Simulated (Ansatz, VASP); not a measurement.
CdS in VASP and in Ansatz

File INCAR:

```
  ALGO = Normal
  EDIFF = 1E-7
  EDIFFG = -0.01
  ENCUT = 600
  GGA = PE
  IBRION = 2
  ISIF = 3
  ISMEAR = 0
  LASPH = True
  LCHARG = False
  LREAL = False
  LWAVE = False
  NELM = 80
  NSW = 100
  PREC = Accurate
  SIGMA = 0.02
```

The input KPOINTS:

```
k-points
0
Gamma
  6 6 8
```

File POSCAR:

```
CdS
1.0
    6.6085762494      0.0000000000      0.0000000000
   -3.3042881247      5.7231949148      0.0000000000
    0.0000000000      0.0000000000      4.0083043906
Cd S
3 3
Direct
    0.6214865018      0.0000000000      0.6666666667
    0.0000000000      0.6214865018      0.3333333333
    0.3785134982      0.3785134982      0.0000000000
    0.3711683952      0.0000000000      0.1666666667
    0.0000000000      0.3711683952      0.8333333333
    0.6288316048      0.6288316048      0.5000000000
```

Input for Ansatz:

```yaml
crystal:
  lattice:
    - [6.6085762494, 0.0, 0.0]
    - [-3.3042881247, 5.7231949148, 0.0]
    - [0.0, 0.0, 4.0083043906]
  atoms:
    - { symbol: Cd, position: [0.6214865018, 0.0, 0.6666666667] }
    - { symbol: Cd, position: [0.0, 0.6214865018, 0.3333333333] }
    - { symbol: Cd, position: [0.3785134982, 0.3785134982, 0.0] }
    - { symbol: S, position: [0.3711683952, 0.0, 0.1666666667] }
    - { symbol: S, position: [0.0, 0.3711683952, 0.8333333333] }
    - { symbol: S, position: [0.6288316048, 0.6288316048, 0.5] }
basis:
  ecutwfc: 420
kpoints:
  mp_grid: { grid: [6, 6, 8] }
hamiltonian:
  xc: pbe
scf:
  occupations: { method: gaussian, width: 0.02 }
output:
  forces: true
  stress: true
  eigenvalues: true
relax:
  adjacent_minimum: "off"
  f_tol: 0.01
  max_steps: 80
  cell: { stress_tol: 0.05 }
```

Alike in both runs: task relaxation of cell and atoms; functional PBE; k mesh 6 × 6 × 8; occupations gaussian, width 0.02 eV; no spin polarisation.

```csv
,VASP,Ansatz
version,VASP 6.6.1,Ansatz 0.2.0
potentials or method,"VASP PAW PBE potentials, release 64 (Cd, S), cutoff 600 eV","scalar-relativistic, plane waves, PAW"
valence electrons in the cell,54,78
```

|  | VASP | Ansatz | Ansatz less VASP |
| --- | --- | --- | --- |
| gap on the k mesh at the Fermi level, each at its own relaxed structure (eV) | 0.97 | 0.98 | +0.012 |
| relaxed volume (Å³/atom) | 25.32 | 25.19 | -0.125 |
| relaxed length of the cell vector where the two differ most in proportion (Å) | 6.618 | 6.604 | -0.0139 |

VASP's potentials hold 54 valence electrons a cell and Ansatz's 78, so a difference there can come from the potentials and not from the codes.
